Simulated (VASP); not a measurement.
**Mg2O3: single point with PBE**

The system is Mg2O3.

```
Mg O
1.0
     4.93730    0.00000    0.00000
     0.00000    4.93730    0.00000
     0.00000    0.00000    4.93730
Mg O
4 6
Direct
  0.25000 0.25000 0.25000
  0.75000 0.75000 0.25000
  0.75000 0.25000 0.75000
  0.25000 0.75000 0.75000
  0.50000 0.00000 0.00000
  0.00000 0.50000 0.00000
  0.00000 0.00000 0.50000
  0.50000 0.50000 0.00000
  0.50000 0.00000 0.50000
  0.00000 0.50000 0.50000
```

* Program: VASP 6.6.1
* Task: single point
* Functional: PBE
* Potentials or basis: VASP PAW PBE potentials, release 64 (Mg, O)
* Cutoff: 520 eV
* k mesh: 23 × 23 × 23
* Occupations: fermi-dirac, width 0.0612256 eV
* Spin: no spin polarisation
* Dipole correction: no
* Further INCAR settings: ALGO = Normal; EDIFF = 1e-06; NBANDS = 33

| Property | Result |
| --- | --- |
| Pressure | -6.3 GPa |
| Band gap on the k mesh | zero (bands 22 and 23 overlap by 2.08 eV) |

Levels at points of the mesh, in eV from the Fermi level:
```
           k point  band 19  band 20  band 21  band 22  band 23  band 24  band 25  band 26
(0.00, 0.00, 0.00)     0.35     0.35     0.35     0.38     0.38     0.38     2.50     4.02
```

Wall time 8.9 min on 4 MPI ranks on Oxide Virtual Turin-like Processor (shared host), peak memory 1 GiB a rank.

Caveat: the cell stands under tension.
